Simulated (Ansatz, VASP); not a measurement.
# ZrS in VASP and in Ansatz

```
Zr S
1.0
     0.00000    2.62500    2.58562
     2.62500    0.00000    2.58562
     2.62500    2.62500    0.00000
Zr S
1 1
Direct
  0.00000 0.00000 0.00000
  0.50000 0.50000 0.50000
```

Change from the starting cell: strain +0.000 along x and y, -0.015 along z, atoms carried along.

Alike in both runs: task single point; functional PBEsol; k mesh 16 × 16 × 16; occupations gaussian, width 0.15 eV; no spin polarisation.

```csv
,VASP,Ansatz
version,VASP 6.6.1,Ansatz 0.2.0
potentials or method,"VASP PAW PBE potentials, release 64 (Zr_sv, S), cutoff 520 eV","scalar-relativistic, plane waves, PAW"
valence electrons in the cell,18,18
```

|  | VASP | Ansatz | Ansatz less VASP |
| --- | --- | --- | --- |
| gap on the k mesh at the Fermi level (eV) | none | none | - |
| pressure (GPa) | -4.3 | -4.5 | -0.20 |
| traceless stress, the component that is largest in VASP (GPa) | 2.73 | 2.71 | -0.019 |

VASP's potentials were made for PBE, not for PBEsol. A gap of «none» marks a metal or a gap that the smearing closes.
